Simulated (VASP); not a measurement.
Set up this calculation in VASP 6.6.1, as the native input.

| Quantity | Value |
| --- | --- |
| Task | single point |
| Functional | PBE |
| Potentials or basis | VASP PAW PBE potentials, release 64 (Rb_sv, Hg, Br) |
| Cutoff | 520 eV |
| k mesh | 4 × 4 × 4 |
| Occupations | gaussian, width 0.1 eV |
| Spin | no spin polarisation |
| Dipole correction | no |
| Further INCAR settings | ALGO = Normal; EDIFF = 1e-06; NBANDS = 26 |

The structure of RbHgBr2 lies in POSCAR:

```
RbHgBr2
1.0
    5.3460000000      0.0000000000      0.0000000000
    0.0000000000      5.3460000000      0.0000000000
    0.0000000000      0.0000000000      4.9346513600
Rb Hg Br
1 1 2
Direct
    0.5000000000      0.5000000000      0.5000000000
    0.0000000000      0.0000000000      0.0000000000
    0.5000000000      0.0000000000      0.0000000000
    0.0000000000      0.5000000000      0.0000000000
```

The input as run:

INCAR

```
  PREC = Accurate
  ENCUT = 520
  EDIFF = 1E-6
  ISMEAR = 0
  SIGMA = 0.1
  LREAL = F
  LASPH = T
  NELM = 100
  ALGO = Normal
  ISIF = 2
  LWAVE = F
  LCHARG = F
  GGA = PE
  NBANDS = 26
```

KPOINTS

```
Automatic mesh
0
Gamma
  4 4 4
```

Potentials or basis: VASP PAW PBE potentials, release 64 (Rb_sv, Hg, Br).

Command:

```bash
$ cat potpaw_PBE.64/Rb_sv/POTCAR potpaw_PBE.64/Hg/POTCAR potpaw_PBE.64/Br/POTCAR > POTCAR
$ mpirun -np 1 vasp_std > vasp.out
```

Results of the run:

```
Pressure : 5.7 GPa
```

Caveat: an odd number of electrons without spin polarisation forces a metal; a magnetic or distorted state may lie lower.

Wall time 58 s on 1 thread of AMD EPYC 9R45 (Zen 5), on a shared host, peak memory 0.24 GiB.
